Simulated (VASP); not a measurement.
Set up this calculation in VASP 6.6.1, as the native input.

| Item | Value |
| --- | --- |
| Task | single point |
| Functional | PBE |
| Potentials or basis | VASP PAW PBE potentials, release 64 (Si, Ge_d, Ir) |
| Cutoff | 500 eV |
| k mesh | 4 × 4 × 4 |
| Occupations | gaussian, width 0.2 eV |
| Spin | no spin polarisation |
| Dipole correction | no |
| Further INCAR settings | ALGO = Normal; EDIFF = 1e-06; NBANDS = 56 |

The structure of Si2Ge2Ir lies in POSCAR:

```
Si2Ge2Ir
1.0
    0.0000000000      0.0000000000      5.0455412823
    5.7934856936      0.0000000000      0.0000000000
    0.0000000000      5.7934856936      0.0000000000
Si Ge Ir
4 4 2
Direct
    0.2491587085      0.6474765390      0.8525234610
    0.2491587085      0.1474765390      0.6474765390
    0.2491587085      0.3525234610      0.1474765390
    0.2491587085      0.8525234610      0.3525234610
    0.7189415172      0.7373516854      0.7626483146
    0.7189415172      0.2626483146      0.2373516854
    0.7189415172      0.7626483146      0.2626483146
    0.7189415172      0.2373516854      0.7373516854
    0.0337995486      0.0000000000      1.0000000000
    0.0337995486      0.5000000000      0.5000000000
```

The input as run:

INCAR

```
SYSTEM = Si2Ge2Ir
ALGO = Normal
EDIFF = 1E-6
ENCUT = 500
GGA = PE
GGA_COMPAT = .False.
ISIF = 2
ISMEAR = 0
LASPH = .True.
LCHARG = .True.
LELF = .True.
LREAL = .False.
LVHAR = .True.
LWAVE = .False.
NBANDS = 56
NELM = 120
PREC = Accurate
SIGMA = 0.2
```

KPOINTS

```
k-points
0
Gamma
  4 4 4
  0 0 0
```

Potentials or basis: VASP PAW PBE potentials, release 64 (Si, Ge_d, Ir).

The run is started by

```console
$ cat potpaw_PBE.64/Si/POTCAR potpaw_PBE.64/Ge_d/POTCAR potpaw_PBE.64/Ir/POTCAR > POTCAR
$ mpirun -np 1 vasp_std > vasp.out
```

Results of the run:

| Quantity | Value |
| --- | --- |
| Pressure | 0.3 GPa |
| Largest force | 0.028 eV/Å |
| Band gap on the k mesh | zero (bands 45 and 46 overlap by 0.89 eV) |

Caveat: spin-orbit coupling is left out, which moves the levels of the heavy elements.

Wall time 4.1 min on 1 thread of Intel Xeon 8259CL (shared host), peak memory 0.33 GiB.
